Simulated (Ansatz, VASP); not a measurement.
One calculation of Sn7Te9, two programs

Contents of POSCAR:

```
Sn7Te9
1.0
    0.0000000000      7.2222920000      7.2222920000
    7.2222920000      0.0000000000      7.2222920000
    7.2222920000      7.2222920000      0.0000000000
Te Sn
9 7
Direct
    0.0000000000      0.0000000000      0.0000000000
    0.3750000000      0.3750000000      0.3750000000
    0.3750000000      0.3750000000      0.8750000000
    0.3750000000      0.8750000000      0.3750000000
    0.3750000000      0.8750000000      0.8750000000
    0.8750000000      0.3750000000      0.3750000000
    0.8750000000      0.3750000000      0.8750000000
    0.8750000000      0.8750000000      0.3750000000
    0.8750000000      0.8750000000      0.8750000000
    0.0000000000      0.0000000000      0.5000000000
    0.0000000000      0.5000000000      0.0000000000
    0.0000000000      0.5000000000      0.5000000000
    0.5000000000      0.0000000000      0.0000000000
    0.5000000000      0.0000000000      0.5000000000
    0.5000000000      0.5000000000      0.0000000000
    0.5000000000      0.5000000000      0.5000000000
```

File INCAR.step1:

```
PREC = Accurate
ENCUT = 440
ISMEAR = -1
SIGMA = 0.05
LREAL = F
LASPH = T
NELM = 120
NBANDS = 90
GGA = PE
ALGO = Normal
EDIFF = 1E-5
LWAVE = T
LCHARG = F
GGA_COMPAT = F
```

INCAR.step2

```
PREC = Accurate
ENCUT = 440
EDIFF = 1E-6
ISMEAR = -1
SIGMA = 0.05
LREAL = F
LASPH = T
NELM = 120
ALGO = Normal
ISIF = 2
LWAVE = F
LCHARG = F
METAGGA = R2SCAN
LMIXTAU = T
NBANDS = 90
ISTART = 1
GGA_COMPAT = F
```

The input KPOINTS:

```
regular mesh
0
Gamma
  2 2 2
```

Input for Ansatz:

```yaml
crystal:
  lattice:
    - [0.0, 3.611146, 3.611146]
    - [3.611146, 0.0, 3.611146]
    - [3.611146, 3.611146, 0.0]
  atoms:
    - { symbol: Sn, position: [0.0, 0.0, 0.0] }
    - { symbol: Te, position: [0.75, 0.75, 0.75] }
  supercell: [2, 2, 2]
  defects:
    - { substitution: { at: 0, symbol: Te } }
kpoints:
  mp_grid:
    grid: [2, 2, 2]
hamiltonian:
  xc: r2scan
scf:
  occupations:
    method: fermi_dirac
    width: 0.05
output:
  forces: true
  eigenvalues: true
```

Alike in both runs: task single point; functional r2SCAN; k mesh 2 × 2 × 2; occupations fermi-dirac, width 0.05 eV; no spin polarisation.

|  | VASP | Ansatz |
| --- | --- | --- |
| version | VASP 6.6.1 | Ansatz 0.2.0 |
| potentials or method | VASP PAW PBE potentials, release 64 (Te, Sn_d) | plane waves, PAW |
| plane-wave cutoff (eV) | 440 | 500 |
| valence electrons in the cell | 152 | 242 |

```tsv
	VASP	Ansatz	Ansatz less VASP
gap on the k mesh at the Fermi level (eV)	none	none	-
rms of the force components (eV/Å)	0.027	0.027	-0.0001
```

VASP's potentials were made for PBE, not for r2SCAN. A gap of «none» marks a metal or a gap that the smearing closes. VASP's potentials hold 152 valence electrons a cell and Ansatz's 242, so a difference there can come from the potentials and not from the codes.

The k mesh is coarse, so the values compare programs but aren't converged. Spin-orbit coupling is off throughout.
